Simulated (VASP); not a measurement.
# AlNi3: relaxation of the atoms with PBE

Crystal: AlNi3.

```
CELL_PARAMETERS angstrom
3.59352 0.00000 0.00000
0.00000 3.59352 0.00000
0.00000 0.00000 3.52305
ATOMIC_POSITIONS crystal
Ni 0.50000 0.50000 0.00000
Ni 0.50000 0.00000 0.50000
Ni 0.00000 0.50000 0.50000
Al 0.00000 0.00000 0.00000
```

```yaml
Program: VASP 6.6.1
Task: relaxation of the atoms
Functional: PBE
Potentials_or_basis: VASP PAW PBE potentials, release 64 (Ni, Al)
Cutoff: 520 eV
k_mesh: 6 × 6 × 6
Occupations: fermi-dirac, width 0.05 eV
Spin: collinear spin, ferromagnetic start
Starting_moments: "[1.0, 1.0, 1.0, 0.0] μB"
Dipole_correction: no
Further_INCAR_settings: ALGO = Normal; EDIFF = 1e-07; IBRION = 2; EDIFFG = -0.01; NSW = 60
```

- Pressure after relaxing: -0.4 GPa
- Net moment: 0.69 μB per cell
- Site moments: Ni +0.26, +0.24 (each value once); Al -0.01 μB
- Valence electrons inside the program's atomic spheres: Ni 9.37, 9.38 (each value once); Al 0.80

Stress tensor (GPa, compression positive):
```
-0.88  0.00  0.00
 0.00 -0.88  0.00
 0.00  0.00  0.64
```

Final structure:
```xyz
4
Lattice="3.5935 0.0000 0.0000 0.0000 3.5935 0.0000 0.0000 0.0000 3.5231" Properties=species:S:1:pos:R:3 pbc="T T T"
Ni    1.7968    1.7968    0.0000
Ni    1.7968    0.0000    1.7615
Ni    0.0000    1.7968    1.7615
Al    0.0000    0.0000    0.0000
```

Levels at points of the mesh, in eV from the Fermi level:
Spin up:
```
           k point  band 13  band 14  band 15  band 16  band 17  band 18  band 19  band 20  band 21  band 22
(0.00, 0.00, 0.00)    -0.26    -0.13    -0.06    -0.06     0.74     0.74     1.16     6.38     6.57     7.26
(0.50, 0.00, 0.00)    -1.17    -1.16    -1.03    -0.48    -0.06     5.27     5.42     5.61     5.78     6.42
(0.50, 0.50, 0.00)    -1.31    -1.20    -1.00    -0.98    -0.58     0.77     0.77     8.21     8.31     8.31
(0.00, 0.00, 0.50)    -1.24    -1.10    -1.01    -0.54    -0.13     5.48     5.48     5.49     5.49     6.34
(0.50, 0.00, 0.50)    -1.25    -1.15    -0.96    -0.93    -0.56     0.84     0.85     7.98     8.00     8.10
(0.50, 0.50, 0.50)    -1.26    -1.09    -1.00    -0.27    -0.27    -0.23    -0.14     3.31     3.94     3.94
```
Spin down:
```csv
k point,band 14,band 15,band 16,band 17,band 18,band 19
"(0.00, 0.00, 0.00)",0.28,0.36,0.36,0.70,0.70,1.13
"(0.50, 0.00, 0.00)",-0.87,-0.80,-0.30,0.36,5.32,5.47
"(0.50, 0.50, 0.00)",-1.08,-0.80,-0.60,-0.44,1.05,1.05
"(0.00, 0.00, 0.50)",-0.94,-0.79,-0.36,0.28,5.53,5.53
"(0.50, 0.00, 0.50)",-1.03,-0.75,-0.56,-0.43,1.12,1.13
"(0.50, 0.50, 0.50)",-0.91,-0.82,-0.16,0.09,0.09,0.14
```

Wall time 110 s on 1 thread of Oxide Virtual Turin-like Processor (shared host), peak memory 0.18 GiB.

Caveat: the relaxation stopped at its first step, so nothing moved.
